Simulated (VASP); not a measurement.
GaN:

```
Ga N
1.0
     0.00000    2.25350    2.25350
     2.25350    0.00000    2.25350
     2.25350    2.25350    0.00000
Ga N
1 1
Cartesian
  0.0000 0.0000 0.0000
  1.1268 1.1268 1.1268
```

| Quantity | Value |
| --- | --- |
| Program | VASP 6.6.1 |
| Task | relaxation of cell and atoms |
| Functional | LDA |
| Potentials or basis | VASP PAW LDA potentials, release 64 (Ga_d, N) |
| Cutoff | 600 eV |
| k mesh | 14 × 14 × 14 |
| Occupations | fermi-dirac, width 0.1 eV |
| Spin | no spin polarisation |

At the start: pressure -5.6 GPa; volume 11.44 Å³/atom.

Problem. Where does the relaxation end?

Solution. Over 6 steps the energy falls by 6.0 meV/atom and the volume is 11.12 Å³/atom (-2.9 %); space group F-43m (No. 216, to 0.05 Å).

The path:
```csv
step,energy change (eV),largest force (eV/Å),pressure (GPa),volume (Å³)
1,0.0000,0.0000,-5.59,22.89
2,-0.0003,0.0000,6.10,21.59
3,-0.0120,0.0000,0.07,22.22
4,-0.0120,0.0000,-0.17,22.23
5,-0.0120,0.0000,-0.18,22.23
6,-0.0120,0.0000,0.00,22.23
```

Final structure:
```
Ga N
1.0
     0.00000    2.23173    2.23173
     2.23173    0.00000    2.23173
     2.23173    2.23173    0.00000
Ga N
1 1
Direct
  0.00000 0.00000 0.00000
  0.25000 0.25000 0.25000
```
